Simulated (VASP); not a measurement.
# HC16 (a cell with a defect) in VASP: relaxation of the atoms with LDA

Aim: the relaxation of the atoms of HC16 (a cell with a defect) with LDA.

Program: VASP 6.6.1. These are calculated values, not measurements. Logs are shortened: lines on timing, memory, paths and dates and some standing lists are left out, and cuts for length are marked.

## 1. The cell of the first run

The cell holds a defect, 17 atoms: a = 5.049 Å, b = 5.049 Å, c = 5.049 Å, α = 60.00°, β = 60.00°, γ = 60.00°.

## 2. Relaxation of the atoms, LDA

File INCAR:

```
SYSTEM = HC16
  ALGO = Normal
  EDIFF = 1E-6
  EDIFFG = -0.03
  ENCUT = 520
  GGA = CA
  IBRION = 2
  ISIF = 2
  ISMEAR = -1
  LASPH = .TRUE.
  LCHARG = .FALSE.
  LREAL = Auto
  LWAVE = .FALSE.
  NELECT = 64.0
  NELM = 60
  NSW = 80
  PREC = Accurate
  SIGMA = 0.02
```

File KPOINTS:

```
k-points
0
G
  3 3 3
  0 0 0
```

File POSCAR:

```
HC16
1.0
    0.0000000000      3.5700000000      3.5700000000
    3.5700000000      0.0000000000      3.5700000000
    3.5700000000      3.5700000000      0.0000000000
C H
16 1
Direct
    0.0000000000      0.0000000000      0.0000000000
    0.1250000000      0.1250000000      0.1250000000
    0.0000000000      0.0000000000      0.5000000000
    0.1250000000      0.1250000000      0.6250000000
    0.0000000000      0.5000000000      0.0000000000
    0.1250000000      0.6250000000      0.1250000000
    0.0000000000      0.5000000000      0.5000000000
    0.1250000000      0.6250000000      0.6250000000
    0.5000000000      0.0000000000      0.0000000000
    0.6250000000      0.1250000000      0.1250000000
    0.5000000000      0.0000000000      0.5000000000
    0.6250000000      0.1250000000      0.6250000000
    0.5000000000      0.5000000000      0.0000000000
    0.6250000000      0.6250000000      0.1250000000
    0.5000000000      0.5000000000      0.5000000000
    0.6250000000      0.6250000000      0.6250000000
    0.2535258800      0.2549355300      0.7564012300
```

Potentials or basis: VASP PAW LDA potentials, release 64 (C, H).

Launch:

```
$ cat potpaw_LDA.64/C/POTCAR potpaw_LDA.64/H/POTCAR > POTCAR
$ mpirun -np 1 vasp_std > vasp.out
```

OUTCAR:

```text
SYSTEM = HC16
   EDIFF = 1E-6
   EDIFFG = -0.03
   ENCUT = 520
   GGA = CA
   IBRION = 2
   ISIF = 2
   ISMEAR = -1
   LASPH = .TRUE.
   LREAL = Auto
   NELECT = 64.0
   NELM = 60
   NSW = 80
   PREC = Accurate

 ion  position               nearest neighbor table
   1  0.000  0.000  0.000-   2 1.55   4 1.55   6 1.55  10 1.55
   2  0.125  0.125  0.125-   1 1.55   3 1.55   5 1.55   9 1.55
   3  0.000  0.000  0.500-   2 1.55   4 1.55   8 1.55  12 1.55
   4  0.125  0.125  0.625-   1 1.55   3 1.55   7 1.55  11 1.55
   5  0.000  0.500  0.000-   2 1.55   6 1.55   8 1.55  14 1.55
   6  0.125  0.625  0.125-   1 1.55   5 1.55   7 1.55  13 1.55
[... 8 lines left out ...]
  15  0.500  0.500  0.500-   8 1.55  12 1.55  14 1.55  16 1.55
  16  0.625  0.625  0.625-   7 1.55  11 1.55  13 1.55  15 1.55
  17  0.254  0.255  0.756-

  LATTYP: Found a face centered cubic cell.
 ALAT       =     7.1400000000

  Lattice vectors:

 A1 = (   0.0000000000,   3.5700000000,   3.5700000000)
 A2 = (   3.5700000000,   0.0000000000,   3.5700000000)
 A3 = (   3.5700000000,   3.5700000000,   0.0000000000)

Analysis of symmetry for initial positions (statically):
=====================================================================
 Subroutine PRICEL returns:
 Original cell was already a primitive cell.

 Routine SETGRP: Setting up the symmetry group for a
 face centered cubic supercell.

 Subroutine GETGRP returns: Found  1 space group operations
 (whereof  1 operations were pure point group operations)
 out of a pool of 48 trial point group operations.

The static configuration has the point symmetry C_1 .

Analysis of symmetry for dynamics (positions and initial velocities):
=====================================================================
 Subroutine PRICEL returns:
 Original cell was already a primitive cell.

 Routine SETGRP: Setting up the symmetry group for a
 face centered cubic supercell.

 Subroutine GETGRP returns: Found  1 space group operations
 (whereof  1 operations were pure point group operations)
 out of a pool of 48 trial point group operations.

The dynamic configuration has the point symmetry C_1 .

 Subroutine INISYM returns: Found  1 space group operations
 (whereof  1 operations are pure point group operations),
 and found     1 'primitive' translations

----------------------------------------------------------------------------------------

                                     Primitive cell

  volume of cell :      90.9986

  direct lattice vectors                    reciprocal lattice vectors
     0.000000000  3.570000000  3.570000000    -0.140056022  0.140056022  0.140056022
     3.570000000  0.000000000  3.570000000     0.140056022 -0.140056022  0.140056022
     3.570000000  3.570000000  0.000000000     0.140056022  0.140056022 -0.140056022

  length of vectors
     5.048742418  5.048742418  5.048742418     0.242584147  0.242584147  0.242584147

  position of ions in fractional coordinates (direct lattice)
     0.000000000  0.000000000  0.000000000
     0.125000000  0.125000000  0.125000000
     0.000000000  0.000000000  0.500000000
     0.125000000  0.125000000  0.625000000
     0.000000000  0.500000000  0.000000000
     0.125000000  0.625000000  0.125000000
[... 9 lines left out ...]
     0.625000000  0.625000000  0.625000000
     0.253525880  0.254935530  0.756401230

  ion indices of the primitive-cell ions
   primitive index   ion index
                 1           1
                 2           2
                 3           3
                 4           4
                 5           5
                 6           6
[... 9 lines left out ...]
                16          16
                17          17

----------------------------------------------------------------------------------------

 KPOINTS: k-points

Automatic generation of k-mesh.
 Grid dimensions read from file:
 generate k-points for:    3    3    3

 Generating k-lattice:

  Cartesian coordinates                     Fractional coordinates (reciprocal lattice)
    -0.046685341  0.046685341  0.046685341     0.333333333  0.000000000  0.000000000
     0.046685341 -0.046685341  0.046685341     0.000000000  0.333333333  0.000000000
     0.046685341  0.046685341 -0.046685341     0.000000000  0.000000000  0.333333333

  Length of vectors
     0.080861382  0.080861382  0.080861382

  Shift w.r.t. Gamma in fractional coordinates (k-lattice)
     0.000000000  0.000000000  0.000000000

 Subroutine IBZKPT returns following result:
 ===========================================

 Found     14 irreducible k-points:

 Following reciprocal coordinates:
            Coordinates               Weight
  0.000000  0.000000  0.000000      1.000000
  0.333333  0.000000  0.000000      2.000000
  0.000000  0.333333  0.000000      2.000000
  0.000000  0.000000  0.333333      2.000000
  0.333333  0.333333  0.333333      2.000000
  0.333333  0.333333  0.000000      2.000000
  0.000000  0.333333  0.333333      2.000000
  0.333333  0.000000  0.333333      2.000000
 -0.333333  0.333333  0.000000      2.000000
  0.000000 -0.333333  0.333333      2.000000
  0.333333  0.000000 -0.333333      2.000000
  0.333333  0.333333 -0.333333      2.000000
 -0.333333  0.333333 -0.333333      2.000000
  0.333333 -0.333333 -0.333333      2.000000
   k-points           NKPTS =     14   k-points in BZ     NKDIM =     14   number of bands    NBANDS=     41
   number of dos      NEDOS =    301   number of ions     NIONS =     17
   total plane-waves  NPLWV =  64000
   dimension x,y,z NGX =    40 NGY =   40 NGZ =   40
   dimension x,y,z NGXF=    80 NGYF=   80 NGZF=   80
   ions per type =              16   1
   NGX,Y,Z   is equivalent  to a cutoff of  13.17, 13.17, 13.17 a.u.
   NGXF,Y,Z  is equivalent  to a cutoff of  26.34, 26.34, 26.34 a.u.
 SYSTEM =  HC16
   PREC   = accura    normal or accurate (medium, high low for compatibility)
   ISTART =      0    job   : 0-new  1-cont  2-samecut
   ICHARG =      2    charge: 1-file 2-atom 10-const
   ISPIN  =      1    spin polarized calculation?
   LNONCOLLINEAR =      F non collinear calculations
   LSORBIT =      F    spin-orbit coupling
   LASPH  =      T    aspherical Exc in radial PAW
   ENCUT  =  520.0 eV  38.22 Ry    6.18 a.u.   9.39  9.39  9.39*2*pi/ulx,y,z
   NELM   =     60;   NELMIN=  2; NELMDL= -5     # of ELM steps
   EDIFF  = 0.1E-05   stopping-criterion for ELM
   LREAL  =      T    real-space projection
   EDIFFG = -.3E-01   stopping-criterion for IOM
   NSW    =     80    number of steps for IOM
   IBRION =      2    ionic relax: 0-MD 1-quasi-New 2-CG
   NFREE  =      1    steps in history (QN), initial steepest desc. (CG)
   ISIF   =      2    stress and relaxation
   ISYM   =      2    0-nonsym 1-usesym 2-fastsym
   POTIM  = 0.5000    time-step for ionic-motion
   TEBEG  =    0.0;   TEEND  =   0.0 temperature during run
   PSTRESS=    0.0 pullay stress
   NELECT =      64.0000    total number of electrons
   NUPDOWN=      -1.0000    fix difference up-down
   EMIN   =  10.00;   EMAX   =-10.00  energy-range for DOS
   EFERMI =   0.00;   METHOD = LEGACY
   ISMEAR =    -1;   SIGMA  =   0.02  broadening in eV -4-tet -1-fermi 0-gaus
   EFERMI_NEDOS =   21; number of points for ismear=-14 and -15
   IALGO  =     38    algorithm
   IMIX   =      4    mixing-type and parameters
     AMIX     =   0.40;   BMIX     =  1.00
     AMIX_MAG =   1.60;   BMIX_MAG =  1.00
  volume/ion in A,a.u.               =       5.35        36.12
  Fermi-wavevector in a.u.,A,eV,Ry     =   1.455872  2.751200 28.838420  2.119564
  Thomas-Fermi vector in A             =   2.572856
   LORBIT       =      0    0 simple, 1 ext, 2 COOP (PROOUT), +10 PAW based schemes
   GGA     = CA    functional components
   LHFCALC =     F    Hartree Fock is set to
   AEXX    =    0.0000 exact exchange contribution
   IVDW    =     0    specifies the selected vdW correction
   LEPSILON=     F    determine dielectric tensor
   LRPA    =     F    only Hartree local field effects (RPA)
 conjugate gradient relaxation of ions
 non-spin polarized calculation
  energy-cutoff  :      520.00
  volume of cell :       91.00
 maximum number of plane-waves:      2453
 NGX is ok and might be reduce to    40
   NGX = 19   NGY = 19   NGZ = 19

--------------------------------------- Ionic step        1  -------------------------------------------

 number of electron      63.9999993 magnetization

 Free energy of the ion-electron system (eV)
  ---------------------------------------------------
  ext. energy  EPLUGINS =         0.00000000
  ---------------------------------------------------
  free energy    TOTEN  =      -171.26268591 eV

  energy without entropy =     -171.26217090  energy(sigma->0) =     -171.26242841

------------------------ aborting loop because EDIFF is reached ----------------------------------------

  FORCE on cell =-STRESS in cart. coord.  units (eV):
  Direction    XX          YY          ZZ          XY          YZ          ZX
  --------------------------------------------------------------------------------------
  -------------------------------------------------------------------------------------
  Total      -16.0890377    -16.0815014    -16.0748031     -0.0470514     -0.0534438     -0.0499110
  in kB     -283.2735378   -283.1408497   -283.0229153     -0.8284162     -0.9409644     -0.8787644
  external PRESSURE =    -283.1457676 kB  Pullay stress =       0.0000000 kB
[... 134 lines left out ...]
  FREE ENERGIE OF THE ION-ELECTRON SYSTEM (eV)
  ---------------------------------------------------
  free  energy   TOTEN  =      -171.3715281633 eV

  energy  without entropy=     -171.3714727229  energy(sigma->0) =     -171.37150044

 E-fermi :   9.9995     XC(G=0): -13.5103

 val. band max:        9.8545732173   @ k =   0.0000   0.0000   0.0000
 cond. band min:      10.1303775953   @ k =   0.0000   0.0000   0.0000
 fundamental gap:      0.2758043780
 Fermi energy:         9.9995071142

 k-point     1 :       0.0000    0.0000    0.0000
  band No.  band energies     occupation
      1     -11.7139      2.00000
      2      -5.9433      2.00000
      3      -5.6862      2.00000
      4      -5.6834      2.00000
      5      -5.6456      2.00000
      6      -4.9449      2.00000
[... 605 lines left out ...]
     40      18.3883      0.00000
     41      18.4634      0.00000

[... ionic steps 4 to 45 ...]

--------------------------------------- Ionic step       46  -------------------------------------------

 number of electron      64.0000000 magnetization

------------------------ aborting loop because EDIFF is reached ----------------------------------------

  FORCE on cell =-STRESS in cart. coord.  units (eV):
  Direction    XX          YY          ZZ          XY          YZ          ZX
  --------------------------------------------------------------------------------------
  -------------------------------------------------------------------------------------
  Total      -14.6877870    -14.4555286    -14.6778616     -1.9797077     -1.9926209      1.3605715
  in kB     -258.6022534   -254.5129687   -258.4275010    -34.8559562    -35.0833150     23.9550619
  external PRESSURE =    -257.1809077 kB  Pullay stress =       0.0000000 kB
[... 87 lines left out ...]
  energy  without entropy=     -172.0714497543  energy(sigma->0) =     -172.07144975

--------------------------------------- Ionic step       48  -------------------------------------------

 number of electron      64.0000000 magnetization

 Free energy of the ion-electron system (eV)
  ---------------------------------------------------
  ext. energy  EPLUGINS =         0.00000000
  ---------------------------------------------------
  free energy    TOTEN  =      -172.07159013 eV

  energy without entropy =     -172.07159013  energy(sigma->0) =     -172.07159013

 E-fermi :  10.3270     XC(G=0): -13.4952

 val. band max:        9.8958048776   @ k =   0.0000   0.0000   0.0000
 cond. band min:      12.8552578467   @ k =   0.0000   0.0000   0.0000
 fundamental gap:      2.9594529691
 Fermi energy:        10.3270314359

 k-point     1 :       0.0000    0.0000    0.0000
  band No.  band energies     occupation
      1     -11.8333      2.00000
      2      -6.7391      2.00000
      3      -5.7772      2.00000
      4      -5.7039      2.00000
      5      -5.6558      2.00000
      6      -4.7082      2.00000
[... 649 lines left out ...]
  FREE ENERGIE OF THE ION-ELECTRON SYSTEM (eV)
  ---------------------------------------------------
  free  energy   TOTEN  =      -172.0715901304 eV

  energy  without entropy=     -172.0715901304  energy(sigma->0) =     -172.07159013

 reached required accuracy - stopping structural energy minimisation
```

Wall time 26 min (1 thread of Intel Xeon Platinum 8488C (Sapphire Rapids), shared host); peak memory 0.2 GiB.

Results:

* Free energy: -172.0716 eV
* Energy gained by relaxing: 47.6 meV/atom
* Ionic steps: 48
* Largest force after relaxing: 0.022 eV/Å

Forces in eV/Å, atoms in the order of the input:
```
C    0.017  0.010 -0.009
C    0.000  0.007 -0.002
C    0.005 -0.002  0.003
C   -0.005  0.020  0.007
C    0.001 -0.006  0.002
C   -0.004  0.000 -0.009
C   -0.008  0.005  0.002
C   -0.007 -0.014  0.001
C   -0.007  0.001  0.003
C   -0.002 -0.015  0.010
C   -0.001 -0.003  0.009
C    0.004  0.000 -0.008
C   -0.002 -0.006  0.020
C   -0.004  0.008 -0.007
C    0.005 -0.001 -0.015
C   -0.007  0.006 -0.005
H    0.015 -0.011 -0.001
```

Step by step:
```tsv
step	energy change (eV)	largest force (eV/Å)	pressure (GPa)
1	0.0000	1.2802	-28.31
3	-0.1088	0.3439	-28.89
5	-0.1141	0.3913	-28.83
7	-0.1632	0.7449	-28.76
9	-0.4584	1.4804	-28.11
11	-0.4709	1.6423	-27.99
13	-0.4744	1.6470	-27.98
15	-0.4868	1.6629	-27.96
17	-0.5029	1.6379	-27.95
19	-0.5700	1.2756	-28.15
21	-0.6211	0.7975	-28.39
23	-0.6458	0.3928	-28.41
25	-0.6547	0.4310	-28.44
27	-0.6594	0.4421	-28.43
29	-0.6796	0.5426	-28.21
31	-0.6952	0.5584	-28.08
33	-0.7290	0.6959	-27.14
35	-0.7528	0.6643	-26.26
37	-0.7901	0.3944	-26.10
39	-0.8033	0.2057	-25.94
41	-0.8075	0.0845	-25.87
43	-0.8081	0.0611	-25.83
45	-0.8084	0.0441	-25.75
47	-0.8088	0.0402	-25.64
48	-0.8089	0.0220	-25.60
```

Final structure:
```cif
data_structure
_symmetry_space_group_name_H-M 'P 1'
_symmetry_Int_Tables_number 1
_cell_length_a 5.0487
_cell_length_b 5.0487
_cell_length_c 5.0487
_cell_angle_alpha 60.000
_cell_angle_beta 60.000
_cell_angle_gamma 60.000
_cell_volume 91.00
loop_
_atom_site_label
_atom_site_type_symbol
_atom_site_fract_x
_atom_site_fract_y
_atom_site_fract_z
_atom_site_occupancy
C1 C 0.00013 0.99529 0.99166 1
C2 C 0.12988 0.09678 0.12747 1
C3 C 0.00080 0.00252 0.49233 1
C4 C 0.12790 0.12465 0.61628 1
C5 C 0.99065 0.52161 0.98776 1
C6 C 0.12607 0.62337 0.11789 1
C7 C 0.99951 0.49936 0.49170 1
C8 C 0.12528 0.63282 0.60660 1
C9 C 0.51184 0.98517 0.99285 1
C10 C 0.62636 0.11900 0.11856 1
C11 C 0.50199 0.99609 0.49175 1
C12 C 0.62857 0.12051 0.61443 1
C13 C 0.50150 0.49382 0.99014 1
C14 C 0.62570 0.61563 0.11733 1
C15 C 0.50362 0.49779 0.48956 1
C16 C 0.62630 0.62234 0.61598 1
H1 H 0.22742 0.30819 0.89413 1
```

Caveat: the k points lie up to 0.51 Å⁻¹ apart; the cell carries a net charge on a neutralising background, which shifts energy and pressure; the cell is charged against a uniform background, so pressure and absolute levels hang on convention.
